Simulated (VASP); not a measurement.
Ta3SiC2:

```
Ta Si C
1.0
     4.08192    0.00000    0.00000
    -2.04096    3.53504    0.00000
     0.00000    0.00000    6.51479
Ta Si C
3 1 2
Direct
  0.00000 0.00000 0.50000
  0.00000 0.00000 0.23166
  0.00000 0.00000 0.76834
  0.00000 0.00000 0.00000
  0.33333 0.66667 0.00000
  0.66667 0.33333 0.00000
```

Base run:

| Quantity | Value |
| --- | --- |
| Program | VASP 6.6.1 |
| Functional | PBE |
| Potentials or basis | VASP PAW PBE potentials, release 64 (Ta_sv_GW, Si, C) |
| Cutoff | 600 eV |
| k mesh | 6 × 6 × 4 |
| Occupations | gaussian, width 0.1 eV |
| Spin | no spin polarisation |

Its results: pressure 168.7 GPa; largest force 11.768 eV/Å.

Question: The run is repeated on the same cell with these changes: potentials or basis from VASP PAW PBE potentials, release 64 (Ta_sv_GW, Si, C) to VASP PAW PBE potentials, release 64 (Ta_pv, Si, C); cutoff from 600 eV to 520 eV; further incar settings from ALGO = Normal; EDIFF = 1e-06; NBANDS = 34 to ALGO = Normal; EDIFF = 1e-07; NBANDS = 32; valence electrons from 51 to 45. What comes out?

Answer: Pressure 155.9 GPa; largest force 10.349 eV/Å.

Caveats: forces of over 1 eV/Å act on the atoms, so gaps and moduli don't describe the material at rest.
